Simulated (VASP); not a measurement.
# AlNi (R3m) in VASP: notebook

AlNi is run at these levels: PBE; tasks: single point.

All numbers are computed with VASP 6.6.1; they aren't measurements. Logs are shortened: lines on timing, memory, paths and dates and some standing lists are left out, and cuts for length are marked.

## (1) The cell of the first run

Symmetry: R3m, No. 160, trigonal system. Conventional cell: a = 4.091 Å, b = 4.091 Å, c = 5.011 Å, α = 90.00°, β = 90.00°, γ = 120.00°. Within 2.7 Å of Al (site symmetry 3m) lie 4 Ni at 2.01 to 2.39 Å. Within 2.7 Å of Ni (site symmetry 3m) lie 4 Al at 2.01 to 2.39 Å.

## (2) Single point, PBE

The input, INCAR:

```
PREC = Accurate
ENCUT = 520
EDIFF = 1E-7
ISMEAR = 0
SIGMA = 0.15
LREAL = F
LASPH = T
NELM = 100
ALGO = Fast
ISIF = 2
LWAVE = F
LCHARG = F
GGA = PE
NBANDS = 14
```

The input, KPOINTS:

```
regular mesh
0
Gamma
  20 20 20
```

The input, POSCAR:

```
AlNi
1.0
    2.8930835326      0.0000000000      0.0000000000
    0.0000000000      2.8930835326      0.0000000000
    0.0000000000      0.0000000000      2.8930835326
Al Ni
1 1
Direct
    0.0000000000      0.0000000000      0.0000000000
    0.5997811267      0.5997811267      0.5997811267
```

Potentials or basis: VASP PAW PBE potentials, release 64 (Al, Ni).

On the command line:

```console
cat potpaw_PBE.64/Al/POTCAR potpaw_PBE.64/Ni/POTCAR > POTCAR
mpirun -np 1 vasp_std > vasp.out
```

OUTCAR:

```text
PREC = Accurate
   ENCUT = 520
   EDIFF = 1E-7
   ISMEAR = 0
   LREAL = F
   LASPH = T
   NELM = 100
   ISIF = 2
   GGA = PE

 ion  position               nearest neighbor table
   1  0.000  0.000  0.000-   2 2.01   2 2.39   2 2.39   2 2.39   2 2.71   2 2.71   2 2.71   2 3.01

   2  0.600  0.600  0.600-   1 2.01   1 2.39   1 2.39   1 2.39   1 2.71   1 2.71   1 2.71   1 3.01

  LATTYP: Found a simple cubic cell.
 ALAT       =     2.8930835326

  Lattice vectors:

 A1 = (   2.8930835326,   0.0000000000,   0.0000000000)
 A2 = (   0.0000000000,   2.8930835326,   0.0000000000)
 A3 = (   0.0000000000,   0.0000000000,   2.8930835326)

Analysis of symmetry for initial positions (statically):
=====================================================================
 Subroutine PRICEL returns:
 Original cell was already a primitive cell.

 Routine SETGRP: Setting up the symmetry group for a
 simple cubic supercell.

 Subroutine GETGRP returns: Found  6 space group operations
 (whereof  6 operations were pure point group operations)
 out of a pool of 48 trial point group operations.

The static configuration has the point symmetry C_3v.

Analysis of symmetry for dynamics (positions and initial velocities):
=====================================================================
 Subroutine PRICEL returns:
 Original cell was already a primitive cell.

 Routine SETGRP: Setting up the symmetry group for a
 simple cubic supercell.

 Subroutine GETGRP returns: Found  6 space group operations
 (whereof  6 operations were pure point group operations)
 out of a pool of 48 trial point group operations.

The dynamic configuration has the point symmetry C_3v.

 Subroutine INISYM returns: Found  6 space group operations
 (whereof  6 operations are pure point group operations),
 and found     1 'primitive' translations

----------------------------------------------------------------------------------------

                                     Primitive cell

  volume of cell :      24.2149

  direct lattice vectors                    reciprocal lattice vectors
     2.893083533  0.000000000  0.000000000     0.345651962  0.000000000  0.000000000
     0.000000000  2.893083533  0.000000000     0.000000000  0.345651962  0.000000000
     0.000000000  0.000000000  2.893083533     0.000000000  0.000000000  0.345651962

  length of vectors
     2.893083533  2.893083533  2.893083533     0.345651962  0.345651962  0.345651962

  position of ions in fractional coordinates (direct lattice)
     0.000000000  0.000000000  0.000000000
     0.599781127  0.599781127  0.599781127

  ion indices of the primitive-cell ions
   primitive index   ion index
                 1           1
                 2           2

----------------------------------------------------------------------------------------

 KPOINTS: regular mesh

Automatic generation of k-mesh.
 Grid dimensions read from file:
 generate k-points for:   20   20   20

 Generating k-lattice:

  Cartesian coordinates                     Fractional coordinates (reciprocal lattice)
     0.017282598  0.000000000  0.000000000     0.050000000  0.000000000  0.000000000
     0.000000000  0.017282598  0.000000000     0.000000000  0.050000000  0.000000000
     0.000000000  0.000000000  0.017282598     0.000000000  0.000000000  0.050000000

  Length of vectors
     0.017282598  0.017282598  0.017282598

  Shift w.r.t. Gamma in fractional coordinates (k-lattice)
     0.000000000  0.000000000  0.000000000

 Subroutine IBZKPT returns following result:
 ===========================================

 Found    781 irreducible k-points:

 Following reciprocal coordinates:
            Coordinates               Weight
  0.000000  0.000000  0.000000      1.000000
  0.050000  0.000000  0.000000      6.000000
  0.100000  0.000000  0.000000      6.000000
  0.150000  0.000000  0.000000      6.000000
  0.200000  0.000000  0.000000      6.000000
  0.250000  0.000000  0.000000      6.000000
[... 16 lines left out ...]
 -0.050000  0.300000  0.000000     12.000000
  0.350000  0.050000  0.000000     12.000000
 [... further k-points ...]
   k-points           NKPTS =    781   k-points in BZ     NKDIM =    781   number of bands    NBANDS=     14
   number of dos      NEDOS =    301   number of ions     NIONS =      2
   total plane-waves  NPLWV =  13824
   dimension x,y,z NGX =    24 NGY =   24 NGZ =   24
   dimension x,y,z NGXF=    48 NGYF=   48 NGZF=   48
   ions per type =               1   1
   NGX,Y,Z   is equivalent  to a cutoff of  13.79, 13.79, 13.79 a.u.
   NGXF,Y,Z  is equivalent  to a cutoff of  27.58, 27.58, 27.58 a.u.
 SYSTEM =  unknown system
   PREC   = accura    normal or accurate (medium, high low for compatibility)
   ISTART =      0    job   : 0-new  1-cont  2-samecut
   ICHARG =      2    charge: 1-file 2-atom 10-const
   ISPIN  =      1    spin polarized calculation?
   LNONCOLLINEAR =      F non collinear calculations
   LSORBIT =      F    spin-orbit coupling
   LASPH  =      T    aspherical Exc in radial PAW
   ENCUT  =  520.0 eV  38.22 Ry    6.18 a.u.   5.38  5.38  5.38*2*pi/ulx,y,z
   NELM   =    100;   NELMIN=  2; NELMDL= -5     # of ELM steps
   EDIFF  = 0.1E-06   stopping-criterion for ELM
   LREAL  =      F    real-space projection
   EDIFFG = 0.1E-05   stopping-criterion for IOM
   NSW    =      0    number of steps for IOM
   IBRION =     -1    ionic relax: 0-MD 1-quasi-New 2-CG
   NFREE  =      0    steps in history (QN), initial steepest desc. (CG)
   ISIF   =      2    stress and relaxation
   ISYM   =      2    0-nonsym 1-usesym 2-fastsym
   POTIM  = 0.5000    time-step for ionic-motion
   TEBEG  =    0.0;   TEEND  =   0.0 temperature during run
   PSTRESS=    0.0 pullay stress
   NELECT =      13.0000    total number of electrons
   NUPDOWN=      -1.0000    fix difference up-down
   EMIN   =  10.00;   EMAX   =-10.00  energy-range for DOS
   EFERMI =   0.00;   METHOD = LEGACY
   ISMEAR =     0;   SIGMA  =   0.15  broadening in eV -4-tet -1-fermi 0-gaus
   EFERMI_NEDOS =   21; number of points for ismear=-14 and -15
   IALGO  =     68    algorithm
   IMIX   =      4    mixing-type and parameters
     AMIX     =   0.40;   BMIX     =  1.00
     AMIX_MAG =   1.60;   BMIX_MAG =  1.00
  volume/ion in A,a.u.               =      12.11        81.71
  Fermi-wavevector in a.u.,A,eV,Ry     =   1.330541  2.514358 24.086934  1.770340
  Thomas-Fermi vector in A             =   2.459620
   LORBIT       =      0    0 simple, 1 ext, 2 COOP (PROOUT), +10 PAW based schemes
   GGA     = PE    functional components
   LHFCALC =     F    Hartree Fock is set to
   AEXX    =    0.0000 exact exchange contribution
   IVDW    =     0    specifies the selected vdW correction
   LEPSILON=     F    determine dielectric tensor
   LRPA    =     F    only Hartree local field effects (RPA)
 non-spin polarized calculation
 RMM-DIIS sequential band-by-band and
 Gauss-broadening in eV      SIGMA  =   0.15
  energy-cutoff  :      520.00
  volume of cell :       24.21
 maximum number of plane-waves:       672
 NGX is ok and might be reduce to    24
   NGX = 11   NGY = 11   NGZ = 11

 number of electron      13.0000003 magnetization

 Free energy of the ion-electron system (eV)
  ---------------------------------------------------
  ext. energy  EPLUGINS =         0.00000000
  ---------------------------------------------------
  free energy    TOTEN  =        -9.60648798 eV

  energy without entropy =       -9.59750809  energy(sigma->0) =       -9.60199804

 E-fermi :   9.7826     XC(G=0): -11.9215

 val. band max:        9.7826292063   @ k =  -0.2500   0.4000   0.4500
 cond. band min:       9.7845933681   @ k =  -0.3000   0.4500   0.3000
 fundamental gap:      0.0019641619
 Fermi energy:         9.7826334372

 k-point     1 :       0.0000    0.0000    0.0000
  band No.  band energies     occupation
      1      -1.1519      2.00000
      2       6.3903      2.00000
      3       6.3903      2.00000
      4       7.8659      2.00000
      5       8.2050      2.00000
      6       8.2050      2.00000
      7      15.2523      0.00000
      8      15.2523      0.00000
      9      15.8825      0.00000
     10      18.2226      0.00000
     11      18.2226      0.00000
     12      22.1165      0.00000
     13      29.6203      0.00000
     14      29.6203      0.00000

 k-point     2 :       0.0500    0.0000    0.0000
  band No.  band energies     occupation
      1      -1.1064      2.00000
      2       6.3894      2.00000
      3       6.3997      2.00000
      4       7.8553      2.00000
      5       8.1845      2.00000
      6       8.2008      2.00000
      7      14.7560      0.00000
      8      15.3147      0.00000
      9      15.9331      0.00000
     10      18.2281      0.00000
     11      18.6448      0.00000
     12      22.2870      0.00000
     13      29.2393      0.00000
     14      29.4940      0.00000

 k-point     3 :       0.1000    0.0000    0.0000
  band No.  band energies     occupation
      1      -0.9702      2.00000
      2       6.3817      2.00000
      3       6.4272      2.00000
      4       7.8232      2.00000
      5       8.1262      2.00000
      6       8.1911      2.00000
      7      13.7391      0.00000
      8      15.4988      0.00000
      9      16.0893      0.00000
     10      18.2445      0.00000
     11      19.3962      0.00000
     12      22.8325      0.00000
     13      28.3655      0.00000
     14      28.9437      0.00000
[... 324 lines left out ...]
 k-point    23 :      -0.0500    0.3000    0.0000
  band No.  band energies     occupation
      1       0.4892      2.00000
      2       5.7723      2.00000
      3       6.6496      2.00000
      4       7.5501      2.00000
      5       7.7142      2.00000
      6       8.1586      2.00000
      7       9.9607      0.09323
      8      16.6022      0.00000
      9      17.6103      0.00000
     10      18.7558      0.00000
     11      21.5720      0.00000
     12      23.8371      0.00000
     13      24.6199      0.00000
     14      26.8147      0.00000

 k-point    24 :       0.3500    0.0500    0.0000
  band No.  band energies     occupation
      1       1.0448      2.00000
      2       5.2699      2.00000
      3       6.7192      2.00000
      4       7.4540      2.00000
      5       7.6205      2.00000
      6       8.1695      2.00000
      7       9.4923      1.99381
      8      17.0670      0.00000
      9      18.1946      0.00000
     10      19.0878      0.00000
     11      21.2410      0.00000
     12      22.9773      0.00000
     13      24.1680      0.00000
     14      26.1532      0.00000

 [... further k-points ...]
[... 5 lines left out ...]
  --------------------------------------------------------------------------------------
  -------------------------------------------------------------------------------------
  Total        2.6735942      2.6735942      2.6735942      2.1235633      2.1235633      2.1235633
  in kB      176.8980955    176.8980955    176.8980955    140.5053511    140.5053511    140.5053511
  external PRESSURE =     176.8980955 kB  Pullay stress =       0.0000000 kB

 VOLUME and BASIS-vectors are now :
 -----------------------------------------------------------------------------
  energy-cutoff  :      520.00
  volume of cell :       24.21
      direct lattice vectors                 reciprocal lattice vectors
     2.893083533  0.000000000  0.000000000     0.345651962  0.000000000  0.000000000
     0.000000000  2.893083533  0.000000000     0.000000000  0.345651962  0.000000000
     0.000000000  0.000000000  2.893083533     0.000000000  0.000000000  0.345651962

 POSITION                                       TOTAL-FORCE (eV/Angst)
 -----------------------------------------------------------------------------------
      0.00000      0.00000      0.00000         2.738594      2.738594      2.738594
      1.73522      1.73522      1.73522        -2.738594     -2.738594     -2.738594
 -----------------------------------------------------------------------------------
    total drift:                                0.000476      0.000476      0.000461

  FREE ENERGIE OF THE ION-ELECTRON SYSTEM (eV)
  ---------------------------------------------------
  free  energy   TOTEN  =        -9.6064879822 eV

  energy  without entropy=       -9.5975080949  energy(sigma->0) =       -9.60199804
```

Wall time 7.1 min (1 thread of AMD EPYC 7R43 (Zen 3), shared host); peak memory 0.33 GiB.

Results:

```yaml
Free_energy: -9.6065 eV
Pressure: 17.7 GPa
Largest_force: 4.743 eV/Å
```

Forces in eV/Å, atoms in the order of the input:
```
Al   2.739  2.739  2.739
Ni  -2.739 -2.739 -2.739
```

Stress tensor (GPa, compression positive):
```
17.69 14.05 14.05
14.05 17.69 14.05
14.05 14.05 17.69
```

Levels at points of the mesh, in eV from the Fermi level:
```tsv
k point	band 4	band 5	band 6	band 7	band 8	band 9
(0.00, 0.00, 0.00)	-1.92	-1.58	-1.58	5.47	5.47	6.10
(0.50, 0.00, 0.00)	-2.42	-2.28	-1.59	-0.75	8.68	9.90
(0.50, 0.50, 0.00)	-2.56	-1.99	-1.88	-1.13	1.38	2.31
(0.50, 0.50, 0.50)	-1.11	-1.11	1.49	1.86	1.86	3.36
```

Caveat: the cell differs from its parent crystal (all Ni atoms moved -0.500 Å, as atom 2 towards its neighbour atom 1 (Al) at 2.505 Å); forces of over 1 eV/Å act on the atoms, so gaps and moduli don't describe the material at rest.

## (3) Single point, PBE

The input, INCAR:

```
SYSTEM = AlNi
PREC     = Accurate       ! precision mode
ENCUT    = 520            ! plane-wave cutoff, eV
EDIFF    = 1E-6           ! SCF threshold, eV
ISMEAR   = 0              ! smearing method
SIGMA    = 0.15           ! smearing width, eV
LREAL    = .False.        ! projectors in reciprocal space
LASPH    = .True.         ! aspherical terms in the spheres
NELM     = 60             ! most SCF steps
ALGO     = Fast           ! electronic algorithm
ISIF     = 2              ! what is computed and relaxed
LWAVE    = .False.        ! write WAVECAR
LCHARG   = .False.        ! write CHGCAR
GGA      = PE             ! functional
NBANDS   = 14             ! bands
```

The input, KPOINTS:

```
regular mesh
0
Gamma
  20 20 20
  0 0 0
```

POSCAR, as its differences from that of step 2:

```diff
@@ -9,2 +9,2 @@
     0.0000000000      0.0000000000      0.0000000000
-    0.5997811267      0.5997811267      0.5997811267
+    0.4251641550      0.4251641550      0.4251641550
```

Potentials or basis: VASP PAW PBE potentials, release 64 (Al, Ni).

On the command line:

```console
cat potpaw_PBE.64/Al/POTCAR potpaw_PBE.64/Ni/POTCAR > POTCAR
mpirun -np 1 vasp_std > vasp.out
```

Run time: 4.8 min. Hardware: 1 thread of AMD EPYC 7R43 (Zen 3), shared host; peak memory 0.33 GiB.

The run converged. Its results:

| Item | Value |
| --- | --- |
| Free energy | -10.0750 eV |
| Pressure | 9.5 GPa |
| Largest force | 2.882 eV/Å |

Forces on the atoms (eV/Å):
```
Al  -1.664 -1.664 -1.664
Ni   1.664  1.664  1.664
```

Stress tensor (GPa, compression positive):
```
9.51 7.30 7.30
7.30 9.51 7.30
7.30 7.30 9.51
```

Levels at points of the mesh, in eV from the Fermi level:
```tsv
k point	band 4	band 5	band 6	band 7	band 8	band 9
(0.00, 0.00, 0.00)	-1.74	-1.54	-1.54	5.46	5.46	5.80
(0.50, 0.00, 0.00)	-2.32	-2.25	-1.53	-0.70	8.51	9.92
(0.50, 0.50, 0.00)	-2.60	-2.02	-1.93	-1.07	1.43	2.34
(0.50, 0.50, 0.50)	-1.04	-1.04	1.68	1.93	1.93	3.27
```

Caveat: the cell differs from its parent crystal (all Ni atoms moved +0.375 Å, as atom 2 towards its neighbour atom 1 (Al) at 2.505 Å); forces of over 1 eV/Å act on the atoms, so gaps and moduli don't describe the material at rest. Spin polarisation is off, so any magnetic state and its effect on volume and gap are missing.

## (4) Single point, PBE

The input, INCAR:

```
SYSTEM = AlNi
PREC     = Accurate       ! precision mode
ENCUT    = 520            ! plane-wave cutoff, eV
EDIFF    = 1E-6           ! SCF threshold, eV
ISMEAR   = 0              ! smearing method
SIGMA    = 0.15           ! smearing width, eV
LREAL    = .FALSE.        ! projectors in reciprocal space
LASPH    = .TRUE.         ! aspherical terms in the spheres
NELM     = 60             ! most SCF steps
ALGO     = Fast           ! electronic algorithm
ISIF     = 2              ! what is computed and relaxed
LWAVE    = .FALSE.        ! write WAVECAR
LCHARG   = .FALSE.        ! write CHGCAR
GGA      = PE             ! functional
NBANDS   = 14             ! bands
```

The input, KPOINTS:

```
regular mesh
0
G
  20 20 20
  0 0 0
```

POSCAR, as its differences from that of step 3:

```diff
@@ -9,2 +9,2 @@
     0.0000000000      0.0000000000      0.0000000000
-    0.4251641550      0.4251641550      0.4251641550
+    0.5498905634      0.5498905634      0.5498905634
```

On the command line:

```console
cat potpaw_PBE.64/Al/POTCAR potpaw_PBE.64/Ni/POTCAR > POTCAR
mpirun -np 1 vasp_std > vasp.out
```

Wall time 5 min (1 thread of AMD EPYC 7R43 (Zen 3), shared host); peak memory 0.32 GiB.

Results (log left out):

```yaml
Free_energy: -10.3523 eV
Pressure: 4.0 GPa
Largest_force: 1.634 eV/Å
```

Forces in eV/Å, atoms in the order of the input:
```
Al   0.943  0.943  0.943
Ni  -0.943 -0.943 -0.943
```

Stress tensor (GPa, compression positive):
```
3.97 3.06 3.06
3.06 3.97 3.06
3.06 3.06 3.97
```

Levels at points of the mesh, in eV from the Fermi level:
| k point | band 2 | band 3 | band 4 | band 5 | band 6 | band 7 | band 8 | band 9 | band 10 | band 11 |
| --- | --- | --- | --- | --- | --- | --- | --- | --- | --- | --- |
| (0.00, 0.00, 0.00) | -3.22 | -3.22 | -1.61 | -1.52 | -1.52 | 5.45 | 5.45 | 5.60 | 8.18 | 8.18 |
| (0.50, 0.00, 0.00) | -6.58 | -2.77 | -2.25 | -2.22 | -1.47 | -0.66 | 8.38 | 9.94 | 9.98 | 10.72 |
| (0.50, 0.50, 0.00) | -3.50 | -2.88 | -2.69 | -2.03 | -1.98 | -1.02 | 1.45 | 2.37 | 12.29 | 14.41 |
| (0.50, 0.50, 0.50) | -4.03 | -4.03 | -1.00 | -1.00 | 1.87 | 1.98 | 1.98 | 3.31 | 4.47 | 4.47 |

Caveat: the cell differs from its parent crystal (all Ni atoms moved -0.250 Å, as atom 2 towards its neighbour atom 1 (Al) at 2.505 Å); forces of over 1 eV/Å act on the atoms, so gaps and moduli don't describe the material at rest. Spin polarisation is off, so any magnetic state and its effect on volume and gap are missing.
